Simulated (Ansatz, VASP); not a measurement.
## Os: VASP beside Ansatz

```
CELL_PARAMETERS angstrom
2.72892 0.00000 0.00000
-1.36446 2.36331 0.00000
0.00000 0.00000 4.31146
ATOMIC_POSITIONS crystal
Os 0.33333 0.66667 0.25000
Os 0.66667 0.33333 0.75000
```

Alike in both runs: functional PBEsol; k mesh 18 × 18 × 10; occupations fermi-dirac, width 0.15 eV; no spin polarisation.

Ansatz relaxed the structure, and its values are those at the end. VASP's run is a single point on that final structure, the one shown.

|  | VASP | Ansatz |
| --- | --- | --- |
| version | VASP 6.6.1 | Ansatz 0.2.0 |
| potentials or method | VASP PAW PBE potentials, release 64 (Os), cutoff 520 eV | scalar-relativistic, plane waves, PAW |
| valence electrons in the cell | 16 | 32 |

```tsv
	VASP	Ansatz	Ansatz less VASP
gap on the k mesh at the Fermi level (eV)	none	none	-
pressure (GPa)	0.5	0.0	-0.48
```

VASP's potentials were made for PBE, not for PBEsol. A gap of «none» marks a metal or a gap that the smearing closes. VASP's potentials hold 16 valence electrons a cell and Ansatz's 32, so a difference there can come from the potentials and not from the codes.

Neither program's run includes spin-orbit coupling.
